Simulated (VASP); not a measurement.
A run of VASP 6.6.1 is set up as follows.

Contents of INCAR:

```
ALGO = Normal
EDIFF = 1E-7
ENCUT = 520
GGA = PS
ISIF = 2
ISMEAR = 0
LASPH = True
LCHARG = False
LREAL = False
LWAVE = False
NBANDS = 15
NELM = 80
PREC = Accurate
SIGMA = 0.15
```

File KPOINTS:

```
k-points
0
Gamma
  18 18 12
```

The input POSCAR:

```
Os
1.0
    2.7340999755      0.0000000000      0.0000000000
   -1.3670499878      2.3678000353      0.0000000000
    0.0000000000      0.0000000000      4.4924880000
Os
2
Direct
    0.3333333333      0.6666666667      0.2500000000
    0.6666666667      0.3333333333      0.7500000000
```

Potentials or basis: VASP PAW PBE potentials, release 64 (Os).

Run with:

```console
$ cat potpaw_PBE.64/Os/POTCAR > POTCAR
$ mpirun -np 1 vasp_std > vasp.out
```

What does it give for the pressure?

-17.6 GPa.

Predict the band gap on the k mesh.

zero (bands 8 and 9 overlap by 3.73 eV).

Stress tensor (GPa, compression positive):
```
-10.24   0.00   0.00
  0.00 -10.24   0.00
  0.00   0.00 -32.39
```

Caveat: the cell differs from its parent crystal (strain +0.000 along x and y, +0.040 along z); the stress differs along the axes, from -32 to -10 GPa; the PAW data sets were made with another functional, which shifts forces and pressure a little; spin-orbit coupling is left out, which moves the levels of the heavy elements.
